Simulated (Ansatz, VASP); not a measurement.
SnO2: VASP beside Ansatz

```
Sn O
1.0
     4.96393    0.00000    0.00000
     0.00000    4.96394    0.00000
     0.00000    0.00000    3.06274
Sn O
2 4
Cartesian
  2.4820 2.4820 1.5314
  0.0000 0.0000 0.0000
  1.5945 1.5948 0.0000
  4.0765 0.8872 1.5314
  0.8875 4.0768 1.5314
  3.3694 3.3691 0.0000
```

Alike in both runs: task single point; functional PBE; k mesh 6 × 6 × 8; occupations gaussian, width 0.05 eV; no spin polarisation.

|  | VASP | Ansatz |
| --- | --- | --- |
| version | VASP 6.6.1 | Ansatz 0.2.0 |
| potentials or method | VASP PAW PBE potentials, release 64 (Sn_d, O), cutoff 520 eV | scalar-relativistic, plane waves, PAW |
| valence electrons in the cell | 52 | 52 |

Ansatz gave:

```
gap on the k mesh at the Fermi level (eV)                     : 1.59
least direct gap on the mesh (eV)                             : 1.59
pressure (GPa)                                                : 13.1
traceless stress, the component that is largest in VASP (GPa) : 14.97
rms of the force components (eV/Å)                            : 1.160
```

Question: Which values does VASP return?

Answer: gap on the k mesh at the Fermi level (eV): 1.58; least direct gap on the mesh (eV): 1.58; pressure (GPa): 13.8; traceless stress, the component that is largest in VASP (GPa): 15.58; rms of the force components (eV/Å): 1.198.

Atom by atom the forces differ by 0.037 eV/Å (rms over components). The functional is the same, so the differences come from potentials, cutoffs and numerics.
